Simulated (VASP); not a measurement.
# Sb: single point with PBE+D3(BJ)

System: Sb, a slab with vacuum.

```xyz
2
Lattice="4.0214 0.0000 0.0000 -2.0107 3.4826 0.0000 0.0000 0.0000 28.0000" Properties=species:S:1:pos:R:3 pbc="T T T"
Sb    0.0000    2.3218   14.7645
Sb    2.0107    1.1609   13.2355
```

```json
{
 "Program": "VASP 6.6.1",
 "Task": "single point",
 "Functional": "PBE",
 "Dispersion": "D3(BJ)",
 "Potentials or basis": "VASP PAW PBE potentials, release 64 (Sb)",
 "Cutoff": "400 eV",
 "k mesh": "6 × 6 × 1",
 "Occupations": "gaussian, width 0.1 eV",
 "Spin": "no spin polarisation",
 "Dipole correction": "yes",
 "Further INCAR settings": "ALGO = Normal; EDIFF = 1e-06; NBANDS = 12; NELMDL = -8"
}
```

| Quantity | Value |
| --- | --- |
| Largest force | 1.516 eV/Å |
| Band gap on the k mesh | 1.49 eV (least direct gap 1.82 eV) |
| Dispersion energy per atom | -0.244 eV |

Forces in eV/Å, atoms in the order of the input:
```
Sb   0.000  0.000  1.516
Sb   0.000  0.000 -1.516
```

Levels at points of the mesh, in eV from the valence-band top:
| k point | band 1 | band 2 | band 3 | band 4 | band 5 | band 6 | band 7 | band 8 | band 9 | band 10 |
| --- | --- | --- | --- | --- | --- | --- | --- | --- | --- | --- |
| (0.00, 0.00, 0.00) | -11.75 | -5.92 | -0.29 | 0.00 | 0.00 | 1.82 | 3.10 | 3.10 | 4.53 | 4.87 |
| (0.50, 0.00, 0.00) | -9.61 | -7.85 | -2.85 | -1.72 | -1.25 | 1.72 | 2.93 | 4.16 | 5.39 | 7.23 |

Wall time 87 s on 1 thread of Intel Xeon 8259CL (shared host), peak memory 0.36 GiB.

Caveat: spin-orbit coupling is left out, which moves the levels of the heavy elements.
